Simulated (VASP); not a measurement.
Set up this calculation in VASP 6.6.1, as the native input.

```yaml
Task: single point
Functional: PBEsol
Potentials_or_basis: VASP PAW PBE potentials, release 64 (Pt)
Cutoff: 520 eV
k_mesh: 10 × 7 × 1
Occupations: gaussian, width 0.1 eV
Spin: no spin polarisation
Dipole_correction: yes
Further_INCAR_settings: ALGO = Fast; EDIFF = 1e-07; NBANDS = 39
```

The structure of Pt lies in POSCAR:

```
Pt
1.0
    2.7704872837      0.0000000000      0.0000000000
    0.0000000000      3.9180606911      0.0000000000
    0.0000000000      0.0000000000     23.9262182094
Pt
6
Direct
    0.5000000000      0.5000000000      0.3552588180
    0.0000000000      0.0000000000      0.4131552908
    0.5000000000      0.5000000000      0.4710517636
    0.0000000000      0.0000000000      0.5277978325
    0.5000000000      0.5000000000      0.5900783297
    0.0000000000      0.0000000000      0.6396588388
```

These files were run (other wordings do the same):

INCAR

```
SYSTEM = Pt
ALGO     = Fast           ! electronic algorithm
DIPOL    = 0.5 0.5 0.500
EDIFF    = 1E-7           ! SCF threshold, eV
ENCUT    = 520            ! plane-wave cutoff, eV
GGA      = PS             ! functional
IDIPOL   = 3            
ISIF     = 2              ! what is computed and relaxed
ISMEAR   = 0              ! smearing method
LASPH    = .True.         ! aspherical terms in the spheres
LCHARG   = .False.        ! write CHGCAR
LDIPOL   = .True.       
LREAL    = .False.        ! projectors in reciprocal space
LWAVE    = .False.        ! write WAVECAR
NBANDS   = 39             ! bands
NELM     = 60             ! most SCF steps
PREC     = Accurate       ! precision mode
SIGMA    = 0.1            ! smearing width, eV
```

KPOINTS

```
k-points
0
Gamma
  10 7 1
  0 0 0
```

Potentials or basis: VASP PAW PBE potentials, release 64 (Pt).

The run is started by

```bash
$ cat potpaw_PBE.64/Pt/POTCAR > POTCAR
$ mpirun -np 1 vasp_std > vasp.out
```

Results of the run:

```
Largest force          : 0.966 eV/Å
Band gap on the k mesh : zero (band 30 reaches 0.67 eV, above the bottom of band 31 at 0.05 eV)
```

Caveat: the PAW data sets were made with another functional, which shifts forces and pressure a little; spin-orbit coupling is left out, which moves the levels of the heavy elements.

Run time: 4.5 min on 1 thread of Intel(R) Xeon(R) 6975P-C (Granite Rapids), on a shared host, peak memory 0.46 GiB.
